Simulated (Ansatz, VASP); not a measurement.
Two plane-wave programs on SrO

```
CELL_PARAMETERS angstrom
0.00000 2.59741 2.59741
2.59741 0.00000 2.59741
2.59741 2.59741 0.00000
ATOMIC_POSITIONS crystal
Sr 0.00000 0.00000 0.00000
O 0.50000 0.50000 0.50000
```

Alike in both runs: functional PBE; k mesh 13 × 13 × 13; occupations fermi-dirac, width 0.03 eV; no spin polarisation.

Ansatz relaxed the structure, and its values are those at the end. VASP's run is a single point on that final structure, the one shown.

|  | VASP | Ansatz |
| --- | --- | --- |
| version | VASP 6.6.1 | Ansatz 0.2.0 |
| potentials or method | VASP PAW PBE potentials, release 64 (Sr_sv, O) | PAW with Ansatz's default frozen-core files, scalar-relativistic |
| plane-wave cutoff (eV) | 520 | 420 |
| valence electrons in the cell | 16 | 16 |

VASP gave:

```
pressure (GPa) : 0.5
```

What did Ansatz give for the same quantities?

Pressure (GPa): 0.0.
